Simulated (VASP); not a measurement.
Ru:

```
Ru
1.0
     0.00000    2.60500    2.60500
     2.60500    0.00000    2.60500
     2.60500    2.60500    0.00000
Ru
2
Direct
  0.00000 0.00000 0.00000
  0.25000 0.25000 0.25000
```

This isn't the form of Ru at room conditions, which is hcp.

```yaml
Program: VASP 6.6.1
Task: relaxation of cell and atoms
Functional: LDA
Potentials_or_basis: VASP PAW LDA potentials, release 64 (Ru_sv)
Cutoff: 560 eV
k_mesh: 7 × 7 × 7
Occupations: fermi-dirac, width 0.1 eV
Spin: no spin polarisation
```

At the start: pressure 19.8 GPa; volume 17.68 Å³/atom.

Where does the relaxation end?

Over 4 steps the energy falls by 88.9 meV/atom and the volume is 19.24 Å³/atom (+8.9 %); space group Fd-3m (No. 227, to 0.1 Å) before and after.

The path:
```csv
step,energy change (eV),largest force (eV/Å),pressure (GPa),volume (Å³)
1,0.0000,0.0000,19.85,35.36
2,0.7363,0.0000,-25.52,47.78
3,-0.1766,0.0000,-1.35,38.73
4,-0.1778,0.0000,-0.16,38.49
```

Final structure:
```
CELL_PARAMETERS angstrom
0.00000 2.67979 2.67979
2.67979 0.00000 2.67979
2.67979 2.67979 0.00000
ATOMIC_POSITIONS crystal
Ru 0.00000 0.00000 0.00000
Ru 0.25000 0.25000 0.25000
```
